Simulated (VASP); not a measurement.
# GaP (F-43m) in VASP: a series of runs, part 2 of 2

VASP 6.6.1. Earlier steps stand in the parts before.

## 3. Single point, PBEsol (volume scaled by 0.99)

The input, INCAR:

```
  PREC = Accurate
  ENCUT = 520
  EDIFF = 1E-6
  ISMEAR = -1
  SIGMA = 0.08
  LREAL = False
  LASPH = True
  NELM = 100
  ALGO = Normal
  ISIF = 2
  LWAVE = False
  LCHARG = False
  GGA = PS
  NBANDS = 16
```

The input, KPOINTS:

```
regular mesh
0
Gamma
  12 12 12
```

The input, POSCAR:

```
GaP
1.0
    0.0000000000      2.7161353834      2.7161353834
    2.7161353834      0.0000000000      2.7161353834
    2.7161353834      2.7161353834      0.0000000000
Ga P
1 1
Direct
    0.0000000000      0.0000000000      0.0000000000
    0.7500000000      0.7500000000      0.7500000000
```

Potentials or basis: VASP PAW PBE potentials, release 64 (Ga_d, P).

On the command line:

```sh
cat potpaw_PBE.64/Ga_d/POTCAR potpaw_PBE.64/P/POTCAR > POTCAR
mpirun -np 1 vasp_std > vasp.out
```

OUTCAR:

```text
PREC = Accurate
   ENCUT = 520
   EDIFF = 1E-6
   ISMEAR = -1
   LREAL = False
   LASPH = True
   NELM = 100
   ISIF = 2
   GGA = PS

 ion  position               nearest neighbor table
   1  0.000  0.000  0.000-   2 2.35   2 2.35   2 2.35   2 2.35
   2  0.750  0.750  0.750-   1 2.35   1 2.35   1 2.35   1 2.35

  LATTYP: Found a face centered cubic cell.
 ALAT       =     5.4322707668

  Lattice vectors:

 A1 = (   0.0000000000,   2.7161353834,   2.7161353834)
 A2 = (   2.7161353834,   0.0000000000,   2.7161353834)
 A3 = (   2.7161353834,   2.7161353834,   0.0000000000)

Analysis of symmetry for initial positions (statically):
[... 5 lines left out ...]
 face centered cubic supercell.

 Subroutine GETGRP returns: Found 24 space group operations
 (whereof 24 operations were pure point group operations)
 out of a pool of 48 trial point group operations.

The static configuration has the point symmetry T_d .

Analysis of symmetry for dynamics (positions and initial velocities):
[... 5 lines left out ...]
 face centered cubic supercell.

 Subroutine GETGRP returns: Found 24 space group operations
 (whereof 24 operations were pure point group operations)
 out of a pool of 48 trial point group operations.

The dynamic configuration has the point symmetry T_d .

 Subroutine INISYM returns: Found 24 space group operations
 (whereof 24 operations are pure point group operations),
 and found     1 'primitive' translations

----------------------------------------------------------------------------------------

                                     Primitive cell

  volume of cell :      40.0760

  direct lattice vectors                    reciprocal lattice vectors
     0.000000000  2.716135383  2.716135383    -0.184085080  0.184085080  0.184085080
     2.716135383  0.000000000  2.716135383     0.184085080 -0.184085080  0.184085080
     2.716135383  2.716135383  0.000000000     0.184085080  0.184085080 -0.184085080

  length of vectors
     3.841195496  3.841195496  3.841195496     0.318844712  0.318844712  0.318844712

  position of ions in fractional coordinates (direct lattice)
     0.000000000  0.000000000  0.000000000
     0.750000000  0.750000000  0.750000000

  ion indices of the primitive-cell ions
   primitive index   ion index
                 1           1
                 2           2

----------------------------------------------------------------------------------------

 KPOINTS: regular mesh

Automatic generation of k-mesh.
 Grid dimensions read from file:
 generate k-points for:   12   12   12

 Generating k-lattice:

  Cartesian coordinates                     Fractional coordinates (reciprocal lattice)
    -0.015340423  0.015340423  0.015340423     0.083333333  0.000000000  0.000000000
     0.015340423 -0.015340423  0.015340423     0.000000000  0.083333333  0.000000000
     0.015340423  0.015340423 -0.015340423     0.000000000  0.000000000  0.083333333

  Length of vectors
     0.026570393  0.026570393  0.026570393

  Shift w.r.t. Gamma in fractional coordinates (k-lattice)
     0.000000000  0.000000000  0.000000000

 Subroutine IBZKPT returns following result:
 ===========================================

 Found     72 irreducible k-points:

 Following reciprocal coordinates:
            Coordinates               Weight
  0.000000  0.000000  0.000000      1.000000
  0.083333  0.000000  0.000000      8.000000
  0.166667  0.000000  0.000000      8.000000
  0.250000  0.000000  0.000000      8.000000
  0.333333  0.000000  0.000000      8.000000
  0.416667  0.000000  0.000000      8.000000
[... 16 lines left out ...]
  0.500000  0.166667  0.000000     24.000000
 -0.416667  0.166667  0.000000     24.000000
 [... further k-points ...]
   k-points           NKPTS =     72   k-points in BZ     NKDIM =     72   number of bands    NBANDS=     16
   number of dos      NEDOS =    301   number of ions     NIONS =      2
   total plane-waves  NPLWV =  27000
   dimension x,y,z NGX =    30 NGY =   30 NGZ =   30
   dimension x,y,z NGXF=    60 NGYF=   60 NGZF=   60
   ions per type =               1   1
   NGX,Y,Z   is equivalent  to a cutoff of  12.98, 12.98, 12.98 a.u.
   NGXF,Y,Z  is equivalent  to a cutoff of  25.97, 25.97, 25.97 a.u.
 SYSTEM =  unknown system
   PREC   = accura    normal or accurate (medium, high low for compatibility)
   ISTART =      0    job   : 0-new  1-cont  2-samecut
   ICHARG =      2    charge: 1-file 2-atom 10-const
   ISPIN  =      1    spin polarized calculation?
   LNONCOLLINEAR =      F non collinear calculations
   LSORBIT =      F    spin-orbit coupling
   LASPH  =      T    aspherical Exc in radial PAW
   ENCUT  =  520.0 eV  38.22 Ry    6.18 a.u.   7.14  7.14  7.14*2*pi/ulx,y,z
   NELM   =    100;   NELMIN=  2; NELMDL= -5     # of ELM steps
   EDIFF  = 0.1E-05   stopping-criterion for ELM
   LREAL  =      F    real-space projection
   EDIFFG = 0.1E-04   stopping-criterion for IOM
   NSW    =      0    number of steps for IOM
   IBRION =     -1    ionic relax: 0-MD 1-quasi-New 2-CG
   NFREE  =      0    steps in history (QN), initial steepest desc. (CG)
   ISIF   =      2    stress and relaxation
   ISYM   =      2    0-nonsym 1-usesym 2-fastsym
   POTIM  = 0.5000    time-step for ionic-motion
   TEBEG  =    0.0;   TEEND  =   0.0 temperature during run
   PSTRESS=    0.0 pullay stress
   NELECT =      18.0000    total number of electrons
   NUPDOWN=      -1.0000    fix difference up-down
   EMIN   =  10.00;   EMAX   =-10.00  energy-range for DOS
   EFERMI =   0.00;   METHOD = LEGACY
   ISMEAR =    -1;   SIGMA  =   0.08  broadening in eV -4-tet -1-fermi 0-gaus
   EFERMI_NEDOS =   21; number of points for ismear=-14 and -15
   IALGO  =     38    algorithm
   IMIX   =      4    mixing-type and parameters
     AMIX     =   0.40;   BMIX     =  1.00
     AMIX_MAG =   1.60;   BMIX_MAG =  1.00
  volume/ion in A,a.u.               =      20.04       135.22
  Fermi-wavevector in a.u.,A,eV,Ry     =   1.253731  2.369207 21.386190  1.571841
  Thomas-Fermi vector in A             =   2.387569
   LORBIT       =      0    0 simple, 1 ext, 2 COOP (PROOUT), +10 PAW based schemes
   GGA     = PS    functional components
   LHFCALC =     F    Hartree Fock is set to
   AEXX    =    0.0000 exact exchange contribution
   IVDW    =     0    specifies the selected vdW correction
   LEPSILON=     F    determine dielectric tensor
   LRPA    =     F    only Hartree local field effects (RPA)
 non-spin polarized calculation
  energy-cutoff  :      520.00
  volume of cell :       40.08
 maximum number of plane-waves:      1106
 NGX is ok and might be reduce to    30
   NGX = 15   NGY = 15   NGZ = 15

 number of electron      17.9999987 magnetization

 Free energy of the ion-electron system (eV)
  ---------------------------------------------------
  ext. energy  EPLUGINS =         0.00000000
  ---------------------------------------------------
  free energy    TOTEN  =        -9.92361057 eV

  energy without entropy =       -9.92360781  energy(sigma->0) =       -9.92360919

 E-fermi :   5.3888     XC(G=0): -10.0674

 val. band max:        4.6700813386   @ k =   0.0000   0.0000   0.0000
 cond. band min:       6.1224799868   @ k =   0.4167   0.4167   0.0000
 fundamental gap:      1.4523986483
 Fermi energy:         5.3888010690

 k-point     1 :       0.0000    0.0000    0.0000
  band No.  band energies     occupation
      1      -9.8866      2.00000
      2      -9.8866      2.00000
      3      -9.8866      2.00000
      4      -9.7827      2.00000
      5      -9.7827      2.00000
      6      -7.9301      2.00000
[... 8 lines left out ...]
     15      14.4570      0.00000
     16      14.4570      0.00000

 k-point     2 :       0.0833    0.0000    0.0000
  band No.  band energies     occupation
      1      -9.8934      2.00000
      2      -9.8843      2.00000
      3      -9.8843      2.00000
      4      -9.7827      2.00000
      5      -9.7827      2.00000
      6      -7.8376      2.00000
[... 8 lines left out ...]
     15      14.0726      0.00000
     16      14.0726      0.00000

 k-point     3 :       0.1667    0.0000    0.0000
  band No.  band energies     occupation
      1      -9.9110      2.00000
      2      -9.8784      2.00000
      3      -9.8784      2.00000
      4      -9.7826      2.00000
      5      -9.7826      2.00000
      6      -7.5666      2.00000
[... 8 lines left out ...]
     15      13.5887      0.00000
     16      14.5610      0.00000
[... 362 lines left out ...]
 k-point    23 :       0.5000    0.1667    0.0000
  band No.  band energies     occupation
      1      -9.9756      2.00000
      2      -9.8557      2.00000
      3      -9.8490      2.00000
      4      -9.7872      2.00000
      5      -9.7726      2.00000
      6      -5.6641      2.00000
[... 8 lines left out ...]
     15      16.3872      0.00000
     16      16.8825      0.00000

 k-point    24 :      -0.4167    0.1667    0.0000
  band No.  band energies     occupation
      1      -9.9752      2.00000
      2      -9.8562      2.00000
      3      -9.8501      2.00000
      4      -9.7825      2.00000
      5      -9.7766      2.00000
      6      -5.5836      2.00000
[... 8 lines left out ...]
     15      15.0053      0.00000
     16      16.5697      0.00000

 [... further k-points ...]
[... 5 lines left out ...]
  --------------------------------------------------------------------------------------
  -------------------------------------------------------------------------------------
  Total        0.0508655      0.0508655      0.0508655     -0.0000000      0.0000000      0.0000000
  in kB        2.0335259      2.0335259      2.0335259     -0.0000000      0.0000000      0.0000000
  external PRESSURE =       2.0335259 kB  Pullay stress =       0.0000000 kB

 VOLUME and BASIS-vectors are now :
 -----------------------------------------------------------------------------
  energy-cutoff  :      520.00
  volume of cell :       40.08
      direct lattice vectors                 reciprocal lattice vectors
     0.000000000  2.716135383  2.716135383    -0.184085080  0.184085080  0.184085080
     2.716135383  0.000000000  2.716135383     0.184085080 -0.184085080  0.184085080
     2.716135383  2.716135383  0.000000000     0.184085080  0.184085080 -0.184085080

 POSITION                                       TOTAL-FORCE (eV/Angst)
 -----------------------------------------------------------------------------------
      0.00000      0.00000      0.00000        -0.000000     -0.000000      0.000000
      4.07420      4.07420      4.07420         0.000000      0.000000     -0.000000
 -----------------------------------------------------------------------------------
    total drift:                               -0.000000     -0.000000     -0.000000

  FREE ENERGIE OF THE ION-ELECTRON SYSTEM (eV)
  ---------------------------------------------------
  free  energy   TOTEN  =        -9.9236105695 eV

  energy  without entropy=       -9.9236078072  energy(sigma->0) =       -9.92360919
```

stdout:

```text
POSCAR found type information on POSCAR GaP
 POSCAR found :  2 types and       2 ions
 scaLAPACK will be used
 -----------------------------------------------------------------------------
|                                                                             |
|                                                                             |
|     You enforced a specific xc type in the INCAR file but a different       |
|     I HOPE YOU KNOW WHAT YOU ARE DOING!                                     |
|                                                                             |
 -----------------------------------------------------------------------------

 LDA part: xc-table for (Slater+PW92), standard interpolation
 POSCAR, INCAR and KPOINTS ok, starting setup
 FFT: planning ... GRIDC
 FFT: planning ... GRID_SOFT
 FFT: planning ... GRID
 WAVECAR not read
 entering main loop
```

It took 23 s on 1 thread of AMD EPYC 9R45 (Zen 5), shared host; peak memory 0.17 GiB.

What came out:

```yaml
Free_energy: -9.9236 eV
Pressure: 0.2 GPa
Band_gap_on_the_k_mesh: 1.45 eV, indirect (least direct gap 1.83 eV)
```

Levels at points of the mesh, in eV from the valence-band top:
| k point | band 7 | band 8 | band 9 | band 10 | band 11 | band 12 |
| --- | --- | --- | --- | --- | --- | --- |
| (0.00, 0.00, 0.00) | 0.00 | 0.00 | 0.00 | 1.83 | 3.83 | 3.83 |
| (0.50, 0.00, 0.00) | -6.75 | -1.14 | -1.14 | 1.62 | 4.65 | 4.65 |
| (0.50, 0.50, 0.00) | -6.85 | -2.75 | -2.75 | 1.50 | 1.71 | 10.63 |

Caveat: the PAW data sets were made with another functional, which shifts forces and pressure a little. A k mesh can miss the band edges.

## 4. Single point, PBEsol (volume scaled by 1.02)

The input, INCAR:

```
SYSTEM = GaP
  ALGO = Normal
  EDIFF = 1E-6
  ENCUT = 520
  GGA = PS
  ISIF = 2
  ISMEAR = -1
  LASPH = .True.
  LCHARG = .True.
  LELF = .True.
  LREAL = .False.
  LVHAR = .True.
  LWAVE = .False.
  NBANDS = 16
  NELM = 60
  PREC = Accurate
  SIGMA = 0.08
```

The input, KPOINTS:

```
k-points
0
Gamma
  12 12 12
  0 0 0
```

The input, POSCAR:

```
GaP
1.0
    0.0000000000      2.7432985392      2.7432985392
    2.7432985392      0.0000000000      2.7432985392
    2.7432985392      2.7432985392      0.0000000000
Ga P
1 1
Direct
    0.0000000000      0.0000000000      0.0000000000
    0.7500000000      0.7500000000      0.7500000000
```

On the command line:

```sh
cat potpaw_PBE.64/Ga_d/POTCAR potpaw_PBE.64/P/POTCAR > POTCAR
mpirun -np 1 vasp_std > vasp.out
```

Run time: 25 s. Hardware: 1 thread of AMD EPYC 9R45 (Zen 5), shared host; peak memory 0.16 GiB.

It converged, with:

| Item | Value |
| --- | --- |
| Free energy | -9.9162 eV |
| Pressure | -2.2 GPa |
| Band gap on the k mesh | 1.50 eV, indirect (least direct gap 1.59 eV) |

Levels at points of the mesh, in eV from the valence-band top:
```tsv
k point	band 7	band 8	band 9	band 10	band 11	band 12
(0.00, 0.00, 0.00)	0.00	0.00	0.00	1.59	3.83	3.83
(0.50, 0.00, 0.00)	-6.58	-1.10	-1.10	1.53	4.66	4.66
(0.50, 0.50, 0.00)	-6.71	-2.64	-2.64	1.56	1.73	10.40
```

Caveat: the PAW data sets were made with another functional, which shifts forces and pressure a little. A k mesh can miss the band edges.

## 5. The runs side by side

```csv
cell,gap on the mesh (eV),pressure (GPa)
"a = 3.802 Å, angles 60.0°, 2 atoms",1.40,3.0
"a = 3.841 Å, angles 60.0°, 2 atoms",1.45,0.2
"a = 3.880 Å, angles 60.0°, 2 atoms",1.50,-2.2
```

Alike in all rows: task single point; level PBEsol; potentials or basis VASP PAW PBE potentials, release 64 (Ga_d, P); no spin polarisation; k mesh 12 × 12 × 12; cutoff (eV) 520; smearing fermi-dirac 0.08 eV.

Caveats: the PAW data sets were made with another functional, which shifts forces and pressure a little.

Absolute energies hang on the potentials; compare differences alone.
